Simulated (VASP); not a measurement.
# HfN (Fmmm) in VASP: a series of runs

HfN is run at these levels: PBE; tasks: single point.

All numbers are computed with VASP 6.6.1; they aren't measurements. Logs are shortened: lines on timing, memory, paths and dates and some standing lists are left out, and cuts for length are marked.

**1. The cell of the first run**

Symmetry: Fmmm, No. 69, orthorhombic system. The conventional cell has a = 5.409 Å, b = 6.061 Å, c = 11.524 Å, α = 90.00°, β = 90.00°, γ = 90.00°. Within 2.6 Å of Hf (site symmetry mm2) lie 2 N at 1.93 Å. N (site symmetry 2/m) has 2 Hf at 1.93 Å within 2.6 Å.

**2. Single point, PBE**

Input file INCAR:

```
PREC = Accurate
ENCUT = 520
EDIFF = 1E-6
ISMEAR = 0
SIGMA = 0.1
LREAL = F
LASPH = T
NELM = 100
ALGO = Normal
ISIF = 2
LWAVE = F
LCHARG = F
GGA = PE
NBANDS = 23
```

Input file KPOINTS:

```
Automatic mesh
0
Gamma
  12 12 12
```

Input file POSCAR:

```
HfN
1.0
    0.0000000000      3.0302701831      5.7621098732
    2.7042610983      0.0000000000      5.7621098732
    2.7042610983      3.0302701831      0.0000000000
Hf N
2 2
Direct
    0.6464568266      0.6464568266      0.3535431734
    0.3535431734      0.3535431734      0.6464568266
    0.0000000000      0.5000000000      0.5000000000
    0.5000000000      0.0000000000      0.0000000000
```

Potentials or basis: VASP PAW PBE potentials, release 64 (Hf_pv, N).

On the command line:

```sh
> cat potpaw_PBE.64/Hf_pv/POTCAR potpaw_PBE.64/N/POTCAR > POTCAR
> mpirun -np 1 vasp_std > vasp.out
```

OUTCAR:

```text
PREC = Accurate
   ENCUT = 520
   EDIFF = 1E-6
   ISMEAR = 0
   LREAL = F
   LASPH = T
   NELM = 100
   ISIF = 2
   GGA = PE

 ion  position               nearest neighbor table
   1  0.646  0.646  0.354-   3 1.93   4 1.93   2 3.38   2 3.61   2 3.61   2 3.86   2 3.86
   2  0.354  0.354  0.646-   3 1.93   4 1.93   1 3.38   1 3.61   1 3.61   1 3.86   1 3.86
   3  0.000  0.500  0.500-   1 1.93   2 1.93
   4  0.500  0.000  0.000-   1 1.93   2 1.93

  LATTYP: Found a face centered orthorhombic cell.
 ALAT       =     5.4085221966
 B/A-ratio  =     1.1205538493
 C/A-ratio  =     2.1307520479

  Lattice vectors:

 A1 = (   0.0000000000,   3.0302701831,   5.7621098732)
 A2 = (   2.7042610983,   0.0000000000,   5.7621098732)
 A3 = (   2.7042610983,   3.0302701831,   0.0000000000)

Analysis of symmetry for initial positions (statically):
=====================================================================
 Subroutine PRICEL returns:
 Original cell was already a primitive cell.

 Routine SETGRP: Setting up the symmetry group for a
 face centered orthorhombic supercell.

 Subroutine GETGRP returns: Found  8 space group operations
 (whereof  8 operations were pure point group operations)
 out of a pool of  8 trial point group operations.

The static configuration has the point symmetry D_2h.

Analysis of symmetry for dynamics (positions and initial velocities):
=====================================================================
 Subroutine PRICEL returns:
 Original cell was already a primitive cell.

 Routine SETGRP: Setting up the symmetry group for a
 face centered orthorhombic supercell.

 Subroutine GETGRP returns: Found  8 space group operations
 (whereof  8 operations were pure point group operations)
 out of a pool of  8 trial point group operations.

The dynamic configuration has the point symmetry D_2h.

 Subroutine INISYM returns: Found  8 space group operations
 (whereof  8 operations are pure point group operations),
 and found     1 'primitive' translations

----------------------------------------------------------------------------------------

                                     Primitive cell

  volume of cell :      94.4369

  direct lattice vectors                    reciprocal lattice vectors
     0.000000000  3.030270183  5.762109873    -0.184893389  0.165001789  0.086773771
     2.704261098  0.000000000  5.762109873     0.184893389 -0.165001789  0.086773771
     2.704261098  3.030270183  0.000000000     0.184893389  0.165001789 -0.086773771

  length of vectors
     6.510333906  6.365134584  4.061473313     0.262565883  0.262565883  0.262565883

  position of ions in fractional coordinates (direct lattice)
     0.646456827  0.646456827  0.353543173
     0.353543173  0.353543173  0.646456827
     0.000000000  0.500000000  0.500000000
     0.500000000  0.000000000  1.000000000

  ion indices of the primitive-cell ions
   primitive index   ion index
                 1           1
                 2           2
                 3           3
                 4           4

----------------------------------------------------------------------------------------

 KPOINTS: Automatic mesh

Automatic generation of k-mesh.
 Grid dimensions read from file:
 generate k-points for:   12   12   12

 Generating k-lattice:

  Cartesian coordinates                     Fractional coordinates (reciprocal lattice)
    -0.015407782  0.013750149  0.007231148     0.083333333  0.000000000  0.000000000
     0.015407782 -0.013750149  0.007231148     0.000000000  0.083333333 -0.000000000
     0.015407782  0.013750149 -0.007231148    -0.000000000 -0.000000000  0.083333333

  Length of vectors
     0.021880490  0.021880490  0.021880490

  Shift w.r.t. Gamma in fractional coordinates (k-lattice)
     0.000000000  0.000000000  0.000000000

 Subroutine IBZKPT returns following result:
 ===========================================

 Found    280 irreducible k-points:

 Following reciprocal coordinates:
            Coordinates               Weight
  0.000000  0.000000  0.000000      1.000000
  0.083333  0.000000  0.000000      8.000000
  0.166667 -0.000000 -0.000000      8.000000
  0.250000  0.000000 -0.000000      8.000000
  0.333333  0.000000 -0.000000      8.000000
  0.416667 -0.000000 -0.000000      8.000000
[... 16 lines left out ...]
  0.500000  0.166667 -0.000000      8.000000
 -0.416667  0.166667  0.000000      8.000000
 [... further k-points ...]
   k-points           NKPTS =    280   k-points in BZ     NKDIM =    280   number of bands    NBANDS=     23
   number of dos      NEDOS =    301   number of ions     NIONS =      4
   total plane-waves  NPLWV =  69120
   dimension x,y,z NGX =    48 NGY =   48 NGZ =   30
   dimension x,y,z NGXF=    96 NGYF=   96 NGZF=   60
   ions per type =               2   2
   NGX,Y,Z   is equivalent  to a cutoff of  12.26, 12.54, 12.28 a.u.
   NGXF,Y,Z  is equivalent  to a cutoff of  24.51, 25.07, 24.56 a.u.
 SYSTEM =  unknown system
   PREC   = accura    normal or accurate (medium, high low for compatibility)
   ISTART =      0    job   : 0-new  1-cont  2-samecut
   ICHARG =      2    charge: 1-file 2-atom 10-const
   ISPIN  =      1    spin polarized calculation?
   LNONCOLLINEAR =      F non collinear calculations
   LSORBIT =      F    spin-orbit coupling
   LASPH  =      T    aspherical Exc in radial PAW
   ENCUT  =  520.0 eV  38.22 Ry    6.18 a.u.  12.10 11.83  7.55*2*pi/ulx,y,z
   NELM   =    100;   NELMIN=  2; NELMDL= -5     # of ELM steps
   EDIFF  = 0.1E-05   stopping-criterion for ELM
   LREAL  =      F    real-space projection
   EDIFFG = 0.1E-04   stopping-criterion for IOM
   NSW    =      0    number of steps for IOM
   IBRION =     -1    ionic relax: 0-MD 1-quasi-New 2-CG
   NFREE  =      0    steps in history (QN), initial steepest desc. (CG)
   ISIF   =      2    stress and relaxation
   ISYM   =      2    0-nonsym 1-usesym 2-fastsym
   POTIM  = 0.5000    time-step for ionic-motion
   TEBEG  =    0.0;   TEEND  =   0.0 temperature during run
   PSTRESS=    0.0 pullay stress
   NELECT =      30.0000    total number of electrons
   NUPDOWN=      -1.0000    fix difference up-down
   EMIN   =  10.00;   EMAX   =-10.00  energy-range for DOS
   EFERMI =   0.00;   METHOD = LEGACY
   ISMEAR =     0;   SIGMA  =   0.10  broadening in eV -4-tet -1-fermi 0-gaus
   EFERMI_NEDOS =   21; number of points for ismear=-14 and -15
   IALGO  =     38    algorithm
   IMIX   =      4    mixing-type and parameters
     AMIX     =   0.40;   BMIX     =  1.00
     AMIX_MAG =   1.60;   BMIX_MAG =  1.00
  volume/ion in A,a.u.               =      23.61       159.32
  Fermi-wavevector in a.u.,A,eV,Ry     =   1.117038  2.110896 16.977005  1.247775
  Thomas-Fermi vector in A             =   2.253658
   LORBIT       =      0    0 simple, 1 ext, 2 COOP (PROOUT), +10 PAW based schemes
   GGA     = PE    functional components
   LHFCALC =     F    Hartree Fock is set to
   AEXX    =    0.0000 exact exchange contribution
   IVDW    =     0    specifies the selected vdW correction
   LEPSILON=     F    determine dielectric tensor
   LRPA    =     F    only Hartree local field effects (RPA)
 non-spin polarized calculation
 Gauss-broadening in eV      SIGMA  =   0.10
  energy-cutoff  :      520.00
  volume of cell :       94.44
 maximum number of plane-waves:      2573
   NGX = 25   NGY = 23   NGZ = 15

 number of electron      30.0000001 magnetization

 Free energy of the ion-electron system (eV)
  ---------------------------------------------------
  ext. energy  EPLUGINS =         0.00000000
  ---------------------------------------------------
  free energy    TOTEN  =       -36.12551530 eV

  energy without entropy =      -36.11827723  energy(sigma->0) =      -36.12189627

 E-fermi :   2.0148     XC(G=0):  -8.8729

 val. band max:        2.0144973007   @ k =  -0.3333   0.0833   0.0000
 cond. band min:       2.0152421987   @ k =   0.3333  -0.0833   0.2500
 fundamental gap:      0.0007448979
 Fermi energy:         2.0148417120

 k-point     1 :       0.0000    0.0000    0.0000
  band No.  band energies     occupation
      1     -29.4486      2.00000
      2     -29.4141      2.00000
      3     -29.3240      2.00000
      4     -29.1791      2.00000
      5     -29.1161      2.00000
      6     -29.1145      2.00000
[... 15 lines left out ...]
     22       6.5424      0.00000
     23       7.1300      0.00000

 k-point     2 :       0.0833    0.0000    0.0000
  band No.  band energies     occupation
      1     -29.4490      2.00000
      2     -29.4162      2.00000
      3     -29.3210      2.00000
      4     -29.1807      2.00000
      5     -29.1172      2.00000
      6     -29.1158      2.00000
[... 15 lines left out ...]
     22       6.4861      0.00000
     23       6.8574      0.00000

 k-point     3 :       0.1667   -0.0000   -0.0000
  band No.  band energies     occupation
      1     -29.4500      2.00000
      2     -29.4218      2.00000
      3     -29.3128      2.00000
      4     -29.1848      2.00000
      5     -29.1224      2.00000
      6     -29.1175      2.00000
[... 15 lines left out ...]
     22       6.2044      0.00000
     23       6.7612      0.00000

 k-point     4 :       0.2500    0.0000   -0.0000
  band No.  band energies     occupation
      1     -29.4514      2.00000
      2     -29.4292      2.00000
      3     -29.3014      2.00000
      4     -29.1903      2.00000
      5     -29.1302      2.00000
      6     -29.1198      2.00000
[... 15 lines left out ...]
     22       5.9312      0.00000
     23       6.7540      0.00000

 k-point     5 :       0.3333    0.0000   -0.0000
  band No.  band energies     occupation
      1     -29.4526      2.00000
      2     -29.4367      2.00000
      3     -29.2893      2.00000
      4     -29.1959      2.00000
      5     -29.1383      2.00000
      6     -29.1224      2.00000
[... 434 lines left out ...]
 k-point    22 :       0.4167    0.1667   -0.0000
  band No.  band energies     occupation
      1     -29.4568      2.00000
      2     -29.4232      2.00000
      3     -29.2772      2.00000
      4     -29.1978      2.00000
      5     -29.1503      2.00000
      6     -29.1178      2.00000
[... 15 lines left out ...]
     22       5.9273      0.00000
     23       6.5041      0.00000

 k-point    23 :       0.5000    0.1667   -0.0000
  band No.  band energies     occupation
      1     -29.4579      2.00000
      2     -29.4307      2.00000
      3     -29.2695      2.00000
      4     -29.2022      2.00000
      5     -29.1547      2.00000
      6     -29.1207      2.00000
[... 15 lines left out ...]
     22       6.2475      0.00000
     23       6.2727      0.00000

 k-point    24 :      -0.4167    0.1667    0.0000
  band No.  band energies     occupation
      1     -29.4575      2.00000
      2     -29.4377      2.00000
      3     -29.2697      2.00000
      4     -29.2017      2.00000
      5     -29.1562      2.00000
      6     -29.1221      2.00000
[... 15 lines left out ...]
     22       5.9265      0.00000
     23       6.7002      0.00000

 [... further k-points ...]
[... 5 lines left out ...]
  --------------------------------------------------------------------------------------
  -------------------------------------------------------------------------------------
  Total       -0.1429442     -0.2927990     -0.2270563     -0.0000000      0.0000000      0.0000000
  in kB       -2.4251339     -4.9675095     -3.8521446     -0.0000000      0.0000000      0.0000000
  external PRESSURE =      -3.7482627 kB  Pullay stress =       0.0000000 kB

 VOLUME and BASIS-vectors are now :
 -----------------------------------------------------------------------------
  energy-cutoff  :      520.00
  volume of cell :       94.44
      direct lattice vectors                 reciprocal lattice vectors
     0.000000000  3.030270183  5.762109873    -0.184893389  0.165001789  0.086773771
     2.704261098  0.000000000  5.762109873     0.184893389 -0.165001789  0.086773771
     2.704261098  3.030270183  0.000000000     0.184893389  0.165001789 -0.086773771

 POSITION                                       TOTAL-FORCE (eV/Angst)
 -----------------------------------------------------------------------------------
      2.70426      3.03027      7.44991         0.000000      0.000000      0.095715
      2.70426      3.03027      4.07431         0.000000      0.000000     -0.095715
      2.70426      1.51514      2.88105        -0.000000     -0.000000     -0.000000
      0.00000      1.51514      2.88105        -0.000000     -0.000000     -0.000000
 -----------------------------------------------------------------------------------
    total drift:                                0.000000      0.000000      0.000000

  FREE ENERGIE OF THE ION-ELECTRON SYSTEM (eV)
  ---------------------------------------------------
  free  energy   TOTEN  =       -36.1255153020 eV

  energy  without entropy=      -36.1182772347  energy(sigma->0) =      -36.12189627
```

Run time: 7.5 min. Hardware: 1 thread of Intel Xeon 6975P-C (Granite Rapids), shared host; peak memory 0.63 GiB.

Results:

```
Free energy            : -36.1255 eV
Pressure               : -0.4 GPa
Largest force          : 0.096 eV/Å
Band gap on the k mesh : zero (band 15 reaches 2.44 eV, above the bottom of band 16 at 1.81 eV)
```

Forces on the atoms (eV/Å):
```
Hf   0.000  0.000  0.096
Hf   0.000  0.000 -0.096
N    0.000  0.000  0.000
N    0.000  0.000  0.000
```

Stress tensor (GPa, compression positive):
```
-0.24  0.00  0.00
 0.00 -0.50  0.00
 0.00  0.00 -0.39
```

Levels at points of the mesh, in eV from the Fermi level:
| k point | band 12 | band 13 | band 14 | band 15 | band 16 | band 17 | band 18 | band 19 |
| --- | --- | --- | --- | --- | --- | --- | --- | --- |
| (0.00, 0.00, 0.00) | -3.24 | -2.45 | -0.85 | -0.54 | 0.64 | 0.69 | 1.06 | 1.59 |
| (0.50, 0.00, 0.00) | -3.17 | -3.02 | -3.02 | -0.50 | -0.21 | 1.70 | 1.79 | 2.11 |
| (0.50, 0.50, 0.00) | -3.71 | -1.32 | -0.83 | -0.32 | -0.17 | 0.38 | 1.10 | 2.27 |
| (0.50, 0.00, 0.50) | -3.51 | -1.59 | -0.60 | 0.20 | 0.36 | 1.20 | 1.47 | 1.88 |
| (0.00, 0.50, 0.50) | -3.73 | -1.79 | -0.58 | -0.18 | 0.50 | 1.15 | 1.92 | 2.22 |

Caveat: spin-orbit coupling is left out, which moves the levels of the heavy elements.

**3. Single point, PBE**

This run uses another cell than the first one, of 23.55 Å³/atom, 0.998 times its volume.

Input file INCAR:

```
  PREC = Accurate
  ENCUT = 520
  EDIFF = 1E-6
  ISMEAR = 0
  SIGMA = 0.1
  LREAL = F
  LASPH = T
  NELM = 100
  ALGO = Normal
  ISIF = 2
  LWAVE = F
  LCHARG = F
  GGA = PE
  NBANDS = 23
```

Input file KPOINTS:

```
regular mesh
0
Gamma
  6 6 6
```

Input file POSCAR:

```
HfN
1.0
    0.0000000000      2.6978909188      5.7637959617
    3.0293040644      0.0000000000      5.7637959617
    3.0293040644      2.6978909188      0.0000000000
Hf N
2 2
Direct
    0.6464843743      0.6464843743      0.3535156257
    0.3535156257      0.3535156257      0.6464843743
    0.0000000000      0.5000000000      0.0000000000
    0.5000000000      0.0000000000      0.5000000000
```

Potentials or basis: VASP PAW PBE potentials, release 64 (Hf_pv, N).

On the command line:

```sh
> cat potpaw_PBE.64/Hf_pv/POTCAR potpaw_PBE.64/N/POTCAR > POTCAR
> mpirun -np 1 vasp_std > vasp.out
```

It took 58 s on 1 thread of Intel Xeon 6975P-C (Granite Rapids), shared host; peak memory 0.29 GiB.

Results (log left out):

```
Free energy            : -36.1276 eV
Pressure               : -0.4 GPa
Largest force          : 0.083 eV/Å
Band gap on the k mesh : zero (band 15 reaches 2.42 eV, above the bottom of band 16 at 1.81 eV)
```

Forces on the atoms (eV/Å):
```
Hf   0.000  0.000  0.083
Hf   0.000  0.000 -0.083
N    0.000  0.000  0.000
N    0.000  0.000  0.000
```

Stress tensor (GPa, compression positive):
```
-0.55  0.00  0.00
 0.00 -0.24  0.00
 0.00  0.00 -0.35
```

Levels at points of the mesh, in eV from the Fermi level:
| k point | band 11 | band 12 | band 13 | band 14 | band 15 | band 16 | band 17 | band 18 | band 19 | band 20 |
| --- | --- | --- | --- | --- | --- | --- | --- | --- | --- | --- |
| (0.00, 0.00, 0.00) | -3.89 | -3.21 | -2.42 | -0.82 | -0.49 | 0.67 | 0.72 | 1.09 | 1.61 | 2.18 |
| (0.50, 0.00, 0.00) | -3.15 | -3.14 | -2.98 | -2.98 | -0.47 | -0.18 | 1.74 | 1.83 | 2.14 | 2.70 |
| (0.50, 0.50, 0.00) | -3.74 | -3.68 | -1.29 | -0.80 | -0.27 | -0.13 | 0.41 | 1.13 | 2.29 | 3.03 |
| (0.50, 0.00, 0.50) | -3.71 | -3.70 | -1.76 | -0.53 | -0.15 | 0.54 | 1.18 | 1.97 | 2.25 | 2.76 |
| (0.00, 0.50, 0.50) | -3.84 | -3.48 | -1.56 | -0.54 | 0.23 | 0.39 | 1.23 | 1.52 | 1.91 | 2.87 |

Caveat: spin-orbit coupling is left out, which moves the levels of the heavy elements.
